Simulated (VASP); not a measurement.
## TaN: single point with PBE

Crystal: TaN.

```
Ta N
1.0
     0.00000    2.17900    2.17900
     2.17900    0.00000    2.17900
     2.17900    2.17900    0.00000
Ta N
1 1
Direct
  0.48984 0.51177 0.49732
  0.02647 0.99712 0.98522
```

```
Program             : VASP 6.6.1
Task                : single point
Functional          : PBE
Potentials or basis : VASP PAW PBE potentials, release 64 (Ta_pv, N)
Cutoff              : 520 eV
k mesh              : 8 × 8 × 8
Occupations         : gaussian, width 0.15 eV
Spin                : no spin polarisation
```

```json
{
 "Pressure": "17.4 GPa",
 "Largest force": "0.955 eV/Å",
 "Band gap on the k mesh": "zero (band 8 reaches 11.87 eV, above the bottom of band 9 at 7.79 eV)"
}
```

Forces on the atoms (eV/Å):
```
Ta  -0.607  0.552  0.490
N    0.607 -0.552 -0.490
```

Stress tensor (GPa, compression positive):
```
17.66  0.70  0.61
 0.70 17.39 -0.55
 0.61 -0.55 17.10
```

Levels at points of the mesh, in eV from the Fermi level:
```
           k point  band 6  band 7  band 8  band 9  band 10  band 11
(0.00, 0.00, 0.00)   -4.15   -4.14   -2.15   -2.11    -1.86     0.17
(0.50, 0.00, 0.00)   -7.85   -7.85    1.97    1.98     2.03     3.96
(0.00, 0.50, 0.00)   -7.82   -7.78    1.89    1.93     2.07     3.79
(0.00, 0.00, 0.50)   -7.81   -7.77    1.88    1.93     2.06     3.78
(0.50, 0.50, 0.50)   -7.81   -7.77    1.88    1.93     2.06     3.77
(0.50, 0.50, 0.00)   -6.01   -4.79   -4.40    2.23     3.67     3.67
(0.00, 0.50, 0.50)   -5.97   -4.78   -4.45    2.23     3.67     3.67
(0.50, 0.00, 0.50)   -5.99   -4.79   -4.42    2.23     3.67     3.67
```

It took 32 s on 1 thread of Intel(R) Xeon(R) Platinum 8488C (Sapphire Rapids), on a shared host, peak memory 0.2 GiB.

Caveat: spin-orbit coupling is left out, which moves the levels of the heavy elements.
